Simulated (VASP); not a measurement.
# Se (Im-3m) in VASP: a series of runs

The runs below take Se through single point, relaxation of cell and atoms, with LDA.

Program: VASP 6.6.1. These are calculated values, not measurements. Logs are shortened: lines on timing, memory, paths and dates and some standing lists are left out, and cuts for length are marked.

## (1) The cell of the first run

The structure is cubic, space group Im-3m (No. 229). Conventional cell: a = 3.133 Å, b = 3.133 Å, c = 3.133 Å, α = 90.00°, β = 90.00°, γ = 90.00°. Se (site symmetry m-3m) has 14 Se at 2.71 to 3.13 Å within 3.6 Å.

## (2) Single point, LDA

The input, INCAR:

```
SYSTEM = Se
  PREC = Accurate
  ENCUT = 500
  EDIFF = 1E-6
  ISMEAR = 0
  SIGMA = 0.1
  LREAL = .FALSE.
  LASPH = .TRUE.
  NELM = 120
  ALGO = Normal
  ISIF = 2
  LWAVE = .FALSE.
  LCHARG = .FALSE.
  GGA = CA
  NBANDS = 9
  GGA_COMPAT = .FALSE.
```

The input, KPOINTS:

```
regular mesh
0
G
  20 20 20
  0 0 0
```

The input, POSCAR:

```
Se
1.0
   -1.5664705418      1.5664705418      1.5664705418
    1.5664705418     -1.5664705418      1.5664705418
    1.5664705418      1.5664705418     -1.5664705418
Se
1
Direct
    0.0000000000      0.0000000000      0.0000000000
```

Potentials or basis: VASP PAW LDA potentials, release 64 (Se).

The run is started by

```
cat potpaw_LDA.64/Se/POTCAR > POTCAR
mpirun -np 1 vasp_std > vasp.out
```

OUTCAR:

```text
SYSTEM = Se
   PREC = Accurate
   ENCUT = 500
   EDIFF = 1E-6
   ISMEAR = 0
   LREAL = .FALSE.
   LASPH = .TRUE.
   NELM = 120
   ISIF = 2
   GGA = CA

 ion  position               nearest neighbor table
   1  0.000  0.000  0.000-

  LATTYP: Found a body centered cubic cell.
 ALAT       =     3.1329410836

  Lattice vectors:

 A1 = (  -1.5664705418,   1.5664705418,   1.5664705418)
 A2 = (   1.5664705418,  -1.5664705418,   1.5664705418)
 A3 = (   1.5664705418,   1.5664705418,  -1.5664705418)

Analysis of symmetry for initial positions (statically):
=====================================================================
 Subroutine PRICEL returns:
 Original cell was already a primitive cell.

 Routine SETGRP: Setting up the symmetry group for a
 body centered cubic supercell.

 Subroutine GETGRP returns: Found 48 space group operations
 (whereof 48 operations were pure point group operations)
 out of a pool of 48 trial point group operations.

The static configuration has the point symmetry O_h .

Analysis of symmetry for dynamics (positions and initial velocities):
=====================================================================
 Subroutine PRICEL returns:
 Original cell was already a primitive cell.

 Routine SETGRP: Setting up the symmetry group for a
 body centered cubic supercell.

 Subroutine GETGRP returns: Found 48 space group operations
 (whereof 48 operations were pure point group operations)
 out of a pool of 48 trial point group operations.

The dynamic configuration has the point symmetry O_h .

 Subroutine INISYM returns: Found 48 space group operations
 (whereof 48 operations are pure point group operations),
 and found     1 'primitive' translations

----------------------------------------------------------------------------------------

                                     Primitive cell

  volume of cell :      15.3754

  direct lattice vectors                    reciprocal lattice vectors
    -1.566470542  1.566470542  1.566470542     0.000000000  0.319188894  0.319188894
     1.566470542 -1.566470542  1.566470542     0.319188894  0.000000000  0.319188894
     1.566470542  1.566470542 -1.566470542     0.319188894  0.319188894  0.000000000

  length of vectors
     2.713206567  2.713206567  2.713206567     0.451401263  0.451401263  0.451401263

  position of ions in fractional coordinates (direct lattice)
     0.000000000  0.000000000  0.000000000

  ion indices of the primitive-cell ions
   primitive index   ion index
                 1           1

----------------------------------------------------------------------------------------

 KPOINTS: regular mesh

Automatic generation of k-mesh.
 Grid dimensions read from file:
 generate k-points for:   20   20   20

 Generating k-lattice:

  Cartesian coordinates                     Fractional coordinates (reciprocal lattice)
     0.000000000  0.015959445  0.015959445     0.050000000  0.000000000  0.000000000
     0.015959445  0.000000000  0.015959445     0.000000000  0.050000000  0.000000000
     0.015959445  0.015959445  0.000000000     0.000000000  0.000000000  0.050000000

  Length of vectors
     0.022570063  0.022570063  0.022570063

  Shift w.r.t. Gamma in fractional coordinates (k-lattice)
     0.000000000  0.000000000  0.000000000

 Subroutine IBZKPT returns following result:
 ===========================================

 Found    256 irreducible k-points:

 Following reciprocal coordinates:
            Coordinates               Weight
  0.000000  0.000000  0.000000      1.000000
  0.050000  0.000000  0.000000     12.000000
  0.100000  0.000000  0.000000     12.000000
  0.150000  0.000000  0.000000     12.000000
  0.200000  0.000000  0.000000     12.000000
  0.250000  0.000000  0.000000     12.000000
[... 16 lines left out ...]
  0.200000  0.100000  0.000000     48.000000
  0.250000  0.100000 -0.000000     48.000000
 [... further k-points ...]
   k-points           NKPTS =    256   k-points in BZ     NKDIM =    256   number of bands    NBANDS=      9
   number of dos      NEDOS =    301   number of ions     NIONS =      1
   total plane-waves  NPLWV =   8000
   dimension x,y,z NGX =    20 NGY =   20 NGZ =   20
   dimension x,y,z NGXF=    40 NGYF=   40 NGZF=   40
   ions per type =               1
   NGX,Y,Z   is equivalent  to a cutoff of  12.25, 12.25, 12.25 a.u.
   NGXF,Y,Z  is equivalent  to a cutoff of  24.51, 24.51, 24.51 a.u.
 SYSTEM =  Se
   PREC   = accura    normal or accurate (medium, high low for compatibility)
   ISTART =      0    job   : 0-new  1-cont  2-samecut
   ICHARG =      2    charge: 1-file 2-atom 10-const
   ISPIN  =      1    spin polarized calculation?
   LNONCOLLINEAR =      F non collinear calculations
   LSORBIT =      F    spin-orbit coupling
   LASPH  =      T    aspherical Exc in radial PAW
   ENCUT  =  500.0 eV  36.75 Ry    6.06 a.u.   4.95  4.95  4.95*2*pi/ulx,y,z
   NELM   =    120;   NELMIN=  2; NELMDL= -5     # of ELM steps
   EDIFF  = 0.1E-05   stopping-criterion for ELM
   LREAL  =      F    real-space projection
   EDIFFG = 0.1E-04   stopping-criterion for IOM
   NSW    =      0    number of steps for IOM
   IBRION =     -1    ionic relax: 0-MD 1-quasi-New 2-CG
   NFREE  =      0    steps in history (QN), initial steepest desc. (CG)
   ISIF   =      2    stress and relaxation
   ISYM   =      2    0-nonsym 1-usesym 2-fastsym
   POTIM  = 0.5000    time-step for ionic-motion
   TEBEG  =    0.0;   TEEND  =   0.0 temperature during run
   PSTRESS=    0.0 pullay stress
   NELECT =       6.0000    total number of electrons
   NUPDOWN=      -1.0000    fix difference up-down
   EMIN   =  10.00;   EMAX   =-10.00  energy-range for DOS
   EFERMI =   0.00;   METHOD = LEGACY
   ISMEAR =     0;   SIGMA  =   0.10  broadening in eV -4-tet -1-fermi 0-gaus
   EFERMI_NEDOS =   21; number of points for ismear=-14 and -15
   IALGO  =     38    algorithm
   IMIX   =      4    mixing-type and parameters
     AMIX     =   0.40;   BMIX     =  1.00
     AMIX_MAG =   1.60;   BMIX_MAG =  1.00
  volume/ion in A,a.u.               =      15.38       103.76
  Fermi-wavevector in a.u.,A,eV,Ry     =   1.196326  2.260729 19.472615  1.431197
  Thomas-Fermi vector in A             =   2.332270
   LORBIT       =      0    0 simple, 1 ext, 2 COOP (PROOUT), +10 PAW based schemes
   GGA     = CA    functional components
   LHFCALC =     F    Hartree Fock is set to
   AEXX    =    0.0000 exact exchange contribution
   IVDW    =     0    specifies the selected vdW correction
   LEPSILON=     F    determine dielectric tensor
   LRPA    =     F    only Hartree local field effects (RPA)
 non-spin polarized calculation
 Gauss-broadening in eV      SIGMA  =   0.10
  energy-cutoff  :      500.00
  volume of cell :       15.38
 maximum number of plane-waves:       403
   NGX =  9   NGY =  9   NGZ =  9

 number of electron       5.9999998 magnetization

 Free energy of the ion-electron system (eV)
  ---------------------------------------------------
  ext. energy  EPLUGINS =         0.00000000
  ---------------------------------------------------
  free energy    TOTEN  =        -3.43406898 eV

  energy without entropy =       -3.43090444  energy(sigma->0) =       -3.43248671

 E-fermi :   9.6039     XC(G=0): -12.0438

 val. band max:        9.5985182389   @ k =  -0.3500   0.3500   0.1000
 cond. band min:       9.6133602035   @ k =  -0.4500   0.4500   0.0500
 fundamental gap:      0.0148419646
 Fermi energy:         9.6038612301

 k-point     1 :       0.0000    0.0000    0.0000
  band No.  band energies     occupation
      1      -9.5177      2.00000
      2      14.1831      0.00000
      3      14.1831      0.00000
      4      14.1831      0.00000
      5      22.7096      0.00000
      6      22.7096      0.00000
      7      22.7096      0.00000
      8      25.1177      0.00000
      9      26.0815      0.00000

 k-point     2 :       0.0500    0.0000    0.0000
  band No.  band energies     occupation
      1      -9.4466      2.00000
      2      13.7068      0.00000
      3      13.9841      0.00000
      4      14.1433      0.00000
      5      22.3722      0.00000
      6      22.5520      0.00000
      7      23.0427      0.00000
      8      25.1730      0.00000
      9      25.4446      0.00000

 k-point     3 :       0.1000    0.0000    0.0000
  band No.  band energies     occupation
      1      -9.2336      2.00000
      2      12.4724      0.00000
      3      13.4698      0.00000
      4      14.0267      0.00000
      5      21.6201      0.00000
      6      21.7978      0.00000
      7      23.9595      0.00000
      8      24.7560      0.00000
      9      25.1956      0.00000

 k-point     4 :       0.1500    0.0000    0.0000
  band No.  band energies     occupation
      1      -8.8803      2.00000
      2      10.8175      0.00000
      3      12.7977      0.00000
      4      13.8431      0.00000
      5      20.7130      0.00000
      6      20.7715      0.00000
      7      24.9182      0.00000
      8      24.9323      0.00000
      9      25.3017      0.00000
[... 205 lines left out ...]
 k-point    22 :       0.1500    0.1000    0.0000
  band No.  band energies     occupation
      1      -8.1809      2.00000
      2       8.7199      2.00000
      3      11.3350      0.00000
      4      12.9884      0.00000
      5      19.9448      0.00000
      6      20.7179      0.00000
      7      24.0004      0.00000
      8      25.5796      0.00000
      9      27.4279      0.00000

 k-point    23 :       0.2000    0.1000    0.0000
  band No.  band energies     occupation
      1      -7.5618      2.00000
      2       7.0474      2.00000
      3      10.4757      0.00000
      4      12.6456      0.00000
      5      19.2906      0.00000
      6      20.3815      0.00000
      7      24.0500      0.00000
      8      27.0824      0.00000
      9      28.1517      0.00000

 k-point    24 :       0.2500    0.1000   -0.0000
  band No.  band energies     occupation
      1      -6.8233      2.00000
      2       5.3351      2.00000
      3       9.7728      0.01692
      4      12.3227      0.00000
      5      18.7015      0.00000
      6      20.0977      0.00000
      7      24.3194      0.00000
      8      28.5874      0.00000
      9      29.1930      0.00000

 [... further k-points ...]
[... 5 lines left out ...]
  --------------------------------------------------------------------------------------
  -------------------------------------------------------------------------------------
  Total        2.9322567      2.9322567      2.9322567     -0.0000000     -0.0000000      0.0000000
  in kB      305.5525312    305.5525312    305.5525312     -0.0000000     -0.0000000      0.0000000
  external PRESSURE =     305.5525312 kB  Pullay stress =       0.0000000 kB

 VOLUME and BASIS-vectors are now :
 -----------------------------------------------------------------------------
  energy-cutoff  :      500.00
  volume of cell :       15.38
      direct lattice vectors                 reciprocal lattice vectors
    -1.566470542  1.566470542  1.566470542     0.000000000  0.319188894  0.319188894
     1.566470542 -1.566470542  1.566470542     0.319188894  0.000000000  0.319188894
     1.566470542  1.566470542 -1.566470542     0.319188894  0.319188894  0.000000000

 POSITION                                       TOTAL-FORCE (eV/Angst)
 -----------------------------------------------------------------------------------
      0.00000      0.00000      0.00000        -0.000000     -0.000000     -0.000000
 -----------------------------------------------------------------------------------
    total drift:                                0.000000      0.000000     -0.000000

  FREE ENERGIE OF THE ION-ELECTRON SYSTEM (eV)
  ---------------------------------------------------
  free  energy   TOTEN  =        -3.4340689762 eV

  energy  without entropy=       -3.4309044369  energy(sigma->0) =       -3.43248671
```

Wall time 33 s (1 thread of Intel Xeon 8259CL, shared host); peak memory 0.14 GiB.

What came out:

```yaml
Free_energy: -3.4341 eV
Pressure: 30.6 GPa
Band_gap_on_the_k_mesh: zero (band 3 reaches 14.18 eV, above the bottom of band 4 at 4.06 eV)
```

## (3) Single point, LDA

The input, INCAR:

```
PREC = Accurate ; ENCUT = 500
EDIFF = 1E-6 ; ISMEAR = 0
SIGMA = 0.1 ; LREAL = F
LASPH = T ; NELM = 120
ALGO = Normal ; ISIF = 2
LWAVE = F ; LCHARG = T
GGA = CA ; LELF = T
LVHAR = T ; NBANDS = 9
GGA_COMPAT = F
```

The input, KPOINTS:

```
regular mesh
0
Gamma
  20 20 20
```

POSCAR is that of step 2.

Potentials or basis: VASP PAW LDA potentials, release 64 (Se).

The run is started by

```
cat potpaw_LDA.64/Se/POTCAR > POTCAR
mpirun -np 1 vasp_std > vasp.out
```

Run time: 32 s. Hardware: 1 thread of Intel Xeon 8259CL, shared host; peak memory 0.14 GiB.

Results (log left out):

```
Free energy            : -3.4341 eV
Pressure               : 30.6 GPa
Band gap on the k mesh : zero (band 3 reaches 14.18 eV, above the bottom of band 4 at 4.06 eV)
```

Levels at points of the mesh, in eV from the Fermi level:
| k point | band 1 | band 2 | band 3 | band 4 | band 5 | band 6 | band 7 |
| --- | --- | --- | --- | --- | --- | --- | --- |
| (0.00, 0.00, 0.00) | -19.12 | 4.58 | 4.58 | 4.58 | 13.11 | 13.11 | 13.11 |
| (0.50, 0.00, 0.00) | -13.74 | -9.26 | 0.16 | 2.94 | 7.23 | 7.97 | 19.12 |
| (0.50, 0.50, 0.50) | -9.58 | -4.49 | -4.49 | -4.49 | 2.59 | 2.59 | 25.77 |

(Continued in part 2 of 2.)
